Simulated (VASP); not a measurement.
Write the native input for VASP 6.6.1 that does the following.

| Quantity | Value |
| --- | --- |
| Task | single point |
| Functional | PBE |
| Potentials or basis | VASP PAW PBE potentials, release 64 (Pd) |
| Cutoff | 520 eV |
| k mesh | 19 × 19 × 19 |
| Occupations | fermi-dirac, width 0.05 eV |
| Spin | no spin polarisation |
| Dipole correction | no |
| Further INCAR settings | ALGO = Normal; EDIFF = 1e-06; NBANDS = 11 |

The structure of Pd lies in POSCAR:

```
Pd
1.0
    0.0000000000      1.7550628508      1.7550628508
    1.7550628508      0.0000000000      1.7550628508
    1.7550628508      1.7550628508      0.0000000000
Pd
1
Direct
    0.0000000000      0.0000000000      0.0000000000
```

These files were run (other wordings do the same):

INCAR

```
SYSTEM = Pd
PREC = Accurate
ENCUT = 520
EDIFF = 1E-6
ISMEAR = -1
SIGMA = 0.05
LREAL = .False.
LASPH = .True.
NELM = 100
ALGO = Normal
ISIF = 2
LWAVE = .False.
LCHARG = .False.
GGA = PE
NBANDS = 11
```

KPOINTS

```
Automatic mesh
0
Gamma
  19 19 19
  0 0 0
```

Potentials or basis: VASP PAW PBE potentials, release 64 (Pd).

Launch:

```console
$ cat potpaw_PBE.64/Pd/POTCAR > POTCAR
$ mpirun -np 1 vasp_std > vasp.out
```

Results of the run:

```yaml
Pressure: 149.4 GPa
Band_gap_on_the_k_mesh: zero (band 5 reaches 16.61 eV, above the bottom of band 6 at 13.94 eV)
```

It took 13 s on 1 thread of AMD EPYC 9R45 96-Core Processor (Zen 5) (shared host), peak memory 0.11 GiB.
